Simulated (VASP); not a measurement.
# BeS (Fm-3m) in VASP: relaxation of cell and atoms with HSE06

Aim: the relaxation of cell and atoms of BeS with HSE06.

Program: VASP 6.6.1. These are calculated values, not measurements. Logs are shortened: lines on timing, memory, paths and dates and some standing lists are left out, and cuts for length are marked.

## (1) The cell of the first run

Symmetry: Fm-3m, No. 225, cubic system. The conventional cell has a = 4.635 Å, b = 4.635 Å, c = 4.635 Å, α = 90.00°, β = 90.00°, γ = 90.00°. Within 3.1 Å of Be (site symmetry m-3m) lie 6 S at 2.32 Å. S (site symmetry m-3m) has 6 Be at 2.32 Å within 3.1 Å.

## (2) Relaxation of cell and atoms, HSE06

Input file POSCAR:

```
BeS
1.0
    0.0000000000      2.3172971938      2.3172971938
    2.3172971938      0.0000000000      2.3172971938
    2.3172971938      2.3172971938      0.0000000000
Be S
1 1
Direct
    0.0000000000      0.0000000000      0.0000000000
    0.5000000000      0.5000000000      0.5000000000
```

Input file INCAR.step1:

```
PREC = Accurate
ENCUT = 600
EDIFF = 1E-5
ISMEAR = -1
SIGMA = 0.02
LREAL = F
LASPH = T
NELM = 60
ALGO = Normal
LWAVE = T
LCHARG = F
GGA = PE
NBANDS = 11
```

Input file INCAR.step2:

```
PREC = Accurate
ENCUT = 600
EDIFF = 1E-7
ISMEAR = -1
SIGMA = 0.02
LREAL = F
LASPH = T
NELM = 60
ALGO = Normal
ISIF = 3
LWAVE = F
LCHARG = F
GGA = PE
LHFCALC = T
HFSCREEN = 0.2079
PRECFOCK = Normal
IBRION = 2
NSW = 80
EDIFFG = -0.005
ISTART = 1
```

Input file KPOINTS:

```
Automatic mesh
0
Gamma
  6 6 6
```

Potentials or basis: VASP PAW PBE potentials, release 64 (Be, S).

Run with:

```sh
> cat potpaw_PBE.64/Be/POTCAR potpaw_PBE.64/S/POTCAR > POTCAR
> cp INCAR.step1 INCAR
> mpirun -np 1 vasp_std > vasp.out
> cp INCAR.step2 INCAR
> mpirun -np 1 vasp_std > vasp.out
```

OUTCAR:

```text
PREC = Accurate
   ENCUT = 600
   EDIFF = 1E-7
   ISMEAR = -1
   LREAL = F
   LASPH = T
   NELM = 60
   ISIF = 3
   GGA = PE
   LHFCALC = T
   HFSCREEN = 0.2079
   PRECFOCK = Normal
   IBRION = 2
   NSW = 80
   EDIFFG = -0.005
   ISTART = 1

 ion  position               nearest neighbor table
   1  0.000  0.000  0.000-   2 2.32   2 2.32   2 2.32   2 2.32   2 2.32   2 2.32
   2  0.500  0.500  0.500-   1 2.32   1 2.32   1 2.32   1 2.32   1 2.32   1 2.32

  LATTYP: Found a face centered cubic cell.
 ALAT       =     4.6345943876

  Lattice vectors:

 A1 = (   0.0000000000,   2.3172971938,   2.3172971938)
 A2 = (   2.3172971938,   0.0000000000,   2.3172971938)
 A3 = (   2.3172971938,   2.3172971938,   0.0000000000)

Analysis of symmetry for initial positions (statically):
=====================================================================
 Subroutine PRICEL returns:
 Original cell was already a primitive cell.

 Routine SETGRP: Setting up the symmetry group for a
 face centered cubic supercell.

 Subroutine GETGRP returns: Found 48 space group operations
 (whereof 48 operations were pure point group operations)
 out of a pool of 48 trial point group operations.

The static configuration has the point symmetry O_h .

Analysis of symmetry for dynamics (positions and initial velocities):
=====================================================================
 Subroutine PRICEL returns:
 Original cell was already a primitive cell.

 Routine SETGRP: Setting up the symmetry group for a
 face centered cubic supercell.

 Subroutine GETGRP returns: Found 48 space group operations
 (whereof 48 operations were pure point group operations)
 out of a pool of 48 trial point group operations.

The dynamic configuration has the point symmetry O_h .

 Subroutine INISYM returns: Found 48 space group operations
 (whereof 48 operations are pure point group operations),
 and found     1 'primitive' translations

----------------------------------------------------------------------------------------

                                     Primitive cell

  volume of cell :      24.8872

  direct lattice vectors                    reciprocal lattice vectors
     0.000000000  2.317297194  2.317297194    -0.215768612  0.215768612  0.215768612
     2.317297194  0.000000000  2.317297194     0.215768612 -0.215768612  0.215768612
     2.317297194  2.317297194  0.000000000     0.215768612  0.215768612 -0.215768612

  length of vectors
     3.277153120  3.277153120  3.277153120     0.373722199  0.373722199  0.373722199

  position of ions in fractional coordinates (direct lattice)
     0.000000000  0.000000000  0.000000000
     0.500000000  0.500000000  0.500000000

  ion indices of the primitive-cell ions
   primitive index   ion index
                 1           1
                 2           2

----------------------------------------------------------------------------------------

 KPOINTS: Automatic mesh

Automatic generation of k-mesh.
 Grid dimensions read from file:
 generate k-points for:    6    6    6

 Generating k-lattice:

  Cartesian coordinates                     Fractional coordinates (reciprocal lattice)
    -0.035961435  0.035961435  0.035961435     0.166666667  0.000000000  0.000000000
     0.035961435 -0.035961435  0.035961435     0.000000000  0.166666667  0.000000000
     0.035961435  0.035961435 -0.035961435     0.000000000  0.000000000  0.166666667

  Length of vectors
     0.062287033  0.062287033  0.062287033

  Shift w.r.t. Gamma in fractional coordinates (k-lattice)
     0.000000000  0.000000000  0.000000000

 Subroutine IBZKPT returns following result:
 ===========================================

 Found     16 irreducible k-points:

 Following reciprocal coordinates:
            Coordinates               Weight
  0.000000  0.000000  0.000000      1.000000
  0.166667  0.000000  0.000000      8.000000
  0.333333  0.000000  0.000000      8.000000
  0.500000  0.000000  0.000000      4.000000
  0.166667  0.166667  0.000000      6.000000
  0.333333  0.166667  0.000000     24.000000
[... 8 lines left out ...]
 -0.333333  0.333333  0.166667     24.000000
 -0.333333  0.500000  0.166667     12.000000
   k-points           NKPTS =     16   k-points in BZ     NKDIM =    216   number of bands    NBANDS=      8
   number of dos      NEDOS =    301   number of ions     NIONS =      2
   total plane-waves  NPLWV =  21952
   dimension x,y,z NGX =    28 NGY =   28 NGZ =   28
   dimension x,y,z NGXF=    56 NGYF=   56 NGZF=   56
   ions per type =               1   1
   NGX,Y,Z   is equivalent  to a cutoff of  14.20, 14.20, 14.20 a.u.
   NGXF,Y,Z  is equivalent  to a cutoff of  28.41, 28.41, 28.41 a.u.
 SYSTEM =  unknown system
   PREC   = accura    normal or accurate (medium, high low for compatibility)
   ISTART =      1    job   : 0-new  1-cont  2-samecut
   ICHARG =      0    charge: 1-file 2-atom 10-const
   ISPIN  =      1    spin polarized calculation?
   LNONCOLLINEAR =      F non collinear calculations
   LSORBIT =      F    spin-orbit coupling
   LASPH  =      T    aspherical Exc in radial PAW
   ENCUT  =  600.0 eV  44.10 Ry    6.64 a.u.   6.55  6.55  6.55*2*pi/ulx,y,z
   NELM   =     60;   NELMIN=  2; NELMDL=  0     # of ELM steps
   EDIFF  = 0.1E-06   stopping-criterion for ELM
   LREAL  =      F    real-space projection
   EDIFFG = -.5E-02   stopping-criterion for IOM
   NSW    =     80    number of steps for IOM
   IBRION =      2    ionic relax: 0-MD 1-quasi-New 2-CG
   NFREE  =      1    steps in history (QN), initial steepest desc. (CG)
   ISIF   =      3    stress and relaxation
   ISYM   =      3    0-nonsym 1-usesym 2-fastsym
   POTIM  = 0.5000    time-step for ionic-motion
   TEBEG  =    0.0;   TEEND  =   0.0 temperature during run
   PSTRESS=    0.0 pullay stress
   NELECT =       8.0000    total number of electrons
   NUPDOWN=      -1.0000    fix difference up-down
   EMIN   =  10.00;   EMAX   =-10.00  energy-range for DOS
   EFERMI =   0.00;   METHOD = LEGACY
   ISMEAR =    -1;   SIGMA  =   0.02  broadening in eV -4-tet -1-fermi 0-gaus
   EFERMI_NEDOS =   21; number of points for ismear=-14 and -15
   IALGO  =     38    algorithm
   IMIX   =      1    mixing-type and parameters
     AMIX     =   0.40;   BMIX     =  1.00
     AMIX_MAG =   1.60;   BMIX_MAG =  1.00
  volume/ion in A,a.u.               =      12.44        83.97
  Fermi-wavevector in a.u.,A,eV,Ry     =   1.121450  2.119232 17.111356  1.257649
  Thomas-Fermi vector in A             =   2.258103
   LORBIT       =      0    0 simple, 1 ext, 2 COOP (PROOUT), +10 PAW based schemes
   GGA     = PE    functional components
   LHFCALC =     T    Hartree Fock is set to
   PRECFOCK=normal    Normal, Fast or Accurate (Low or Medium for compatibility)
   ENCUT4O =  -1.0   cutoff for four orbital integrals eV
   NKREDX  =     1    reduce k-point grid by
   NKREDY  =     1    reduce k-point grid by
   NKREDZ  =     1    reduce k-point grid by
   AEXX    =    0.2500 exact exchange contribution
   HFSCREEN=    0.2079 screening length (either q_TF or 0.3 A-1)
   HFSCREENC=   0.2079 screening length for correlation (either q_TF or 0.3 A-1)
   ENCUTFOCK=  -1.0 apply spherical cutoff to Coloumb kernel
   IVDW    =     0    specifies the selected vdW correction
   LEPSILON=     F    determine dielectric tensor
   LRPA    =     F    only Hartree local field effects (RPA)
 conjugate gradient relaxation of ions
 non-spin polarized calculation
  energy-cutoff  :      600.00
  volume of cell :       24.89
 maximum number of plane-waves:       869
 NGX is ok and might be reduce to    28
  NGX = 20; NGY = 20; NGZ = 20

--------------------------------------- Ionic step        1  -------------------------------------------

 number of electron       7.9999999 magnetization

 Free energy of the ion-electron system (eV)
  ---------------------------------------------------
  ext. energy  EPLUGINS =         0.00000000
  ---------------------------------------------------
  free energy    TOTEN  =       -10.16827660 eV

  energy without entropy =      -10.16827660  energy(sigma->0) =      -10.16827660

------------------------ aborting loop because EDIFF is reached ----------------------------------------

  FORCE on cell =-STRESS in cart. coord.  units (eV):
  Direction    XX          YY          ZZ          XY          YZ          ZX
  --------------------------------------------------------------------------------------
  -------------------------------------------------------------------------------------
  Total       -0.3002003     -0.3002003     -0.3002003     -0.0000000      0.0000000      0.0000000
  in kB      -19.3262011    -19.3262011    -19.3262011     -0.0000000      0.0000000      0.0000000
  external PRESSURE =     -19.3262011 kB  Pullay stress =       0.0000000 kB

 VOLUME and BASIS-vectors are now :
 -----------------------------------------------------------------------------
  energy-cutoff  :      600.00
  volume of cell :       24.89
      direct lattice vectors                 reciprocal lattice vectors
     0.000000000  2.317297194  2.317297194    -0.215768612  0.215768612  0.215768612
     2.317297194  0.000000000  2.317297194     0.215768612 -0.215768612  0.215768612
     2.317297194  2.317297194  0.000000000     0.215768612  0.215768612 -0.215768612
[... 37 lines left out ...]
 POSITION                                       TOTAL-FORCE (eV/Angst)
 -----------------------------------------------------------------------------------
      2.30052      4.60103      2.30052        -0.000000     -0.000000     -0.000000
      2.30052      2.30052      2.30052         0.000000      0.000000      0.000000
 -----------------------------------------------------------------------------------
    total drift:                               -0.000000     -0.000000     -0.000000

  FREE ENERGIE OF THE ION-ELECTRON SYSTEM (eV)
  ---------------------------------------------------
  free  energy   TOTEN  =       -10.1706972748 eV

  energy  without entropy=      -10.1706972748  energy(sigma->0) =      -10.17069727

--------------------------------------- Ionic step        3  -------------------------------------------

 number of electron       8.0000000 magnetization

 Free energy of the ion-electron system (eV)
  ---------------------------------------------------
  ext. energy  EPLUGINS =         0.00000000
  ---------------------------------------------------
  free energy    TOTEN  =       -10.17088004 eV

  energy without entropy =      -10.17088004  energy(sigma->0) =      -10.17088004

 E-fermi :   6.7761     XC(G=0):  -8.8234

 val. band max:        6.2817856678   @ k =  -0.1667   0.1667   0.0000
 cond. band min:       8.0343410479   @ k =   0.5000   0.5000   0.0000
 fundamental gap:      1.7525553801
 Fermi energy:         6.7761450970

 k-point     1 :       0.0000    0.0000    0.0000
  band No.  band energies     occupation
      1     -10.5150      2.00000
      2       5.9564      2.00000
      3       5.9564      2.00000
      4       5.9564      2.00000
      5      12.9316      0.00000
      6      16.2090      0.00000
      7      16.2090      0.00000
      8      16.2090      0.00000

 k-point     2 :       0.1667    0.0000    0.0000
  band No.  band energies     occupation
      1     -10.0625      2.00000
      2       3.5986      2.00000
      3       5.8480      2.00000
      4       5.8480      2.00000
      5      13.1869      0.00000
      6      14.5462      0.00000
      7      14.5462      0.00000
      8      16.3724      0.00000
[... 174 lines left out ...]
 POSITION                                       TOTAL-FORCE (eV/Angst)
 -----------------------------------------------------------------------------------
      0.00000     -0.00000      0.00000         0.000000      0.000000     -0.000000
      2.30400      2.30400      2.30400        -0.000000      0.000000      0.000000
 -----------------------------------------------------------------------------------
    total drift:                                0.000000      0.000000      0.000000

  FREE ENERGIE OF THE ION-ELECTRON SYSTEM (eV)
  ---------------------------------------------------
  free  energy   TOTEN  =       -10.1708800430 eV

  energy  without entropy=      -10.1708800430  energy(sigma->0) =      -10.17088004

 reached required accuracy - stopping structural energy minimisation
```

Run time: 23 min. Hardware: 1 thread of Intel Xeon Platinum 8259CL at 2.50GHz (Skylake/Cascade Lake), shared host; peak memory 0.26 GiB.

Results:

- Free energy: -10.1709 eV
- Relaxed volume: 12.23 Å³/atom
- Relaxed cell: a = 3.258 Å, b = 3.258 Å, c = 3.258 Å, α = 60.00°, β = 60.00°, γ = 60.00°
- Space group after relaxing (to 0.1 Å): Fm-3m (No. 225)
- Energy gained by relaxing: 1.3 meV/atom
- Ionic steps: 3
- Pressure after relaxing: 0.0 GPa
- Band gap on the k mesh: 1.75 eV (least direct gap 5.29 eV)

Step by step:
| step | energy change (eV) | largest force (eV/Å) | pressure (GPa) | volume (Å³) |
| --- | --- | --- | --- | --- |
| 1 | 0.0000 | 0.0000 | -1.93 | 24.89 |
| 2 | -0.0024 | 0.0000 | 0.53 | 24.35 |
| 3 | -0.0026 | 0.0000 | 0.01 | 24.46 |

Final structure:
```yaml
crystal:
  lattice:
    - [0.00000, 2.30400, 2.30400]
    - [2.30400, 0.00000, 2.30400]
    - [2.30400, 2.30400, 0.00000]
  atoms:
    - { symbol: Be, position: [0.00000, 0.00000, 0.00000] }
    - { symbol: S, position: [0.50000, 0.50000, 0.50000] }
```

Levels at points of the mesh, in eV from the valence-band top:
```csv
k point,band 1,band 2,band 3,band 4,band 5,band 6,band 7,band 8
"(0.00, 0.00, 0.00)",-16.80,-0.33,-0.33,-0.33,6.65,9.93,9.93,9.93
"(0.50, 0.00, 0.00)",-14.25,-8.09,-0.56,-0.56,4.91,4.91,5.17,11.77
"(0.50, 0.50, 0.00)",-13.06,-7.58,-3.54,-3.54,1.75,5.12,13.55,13.55
```

Caveat: the PAW data sets were made with another functional, which shifts forces and pressure a little.
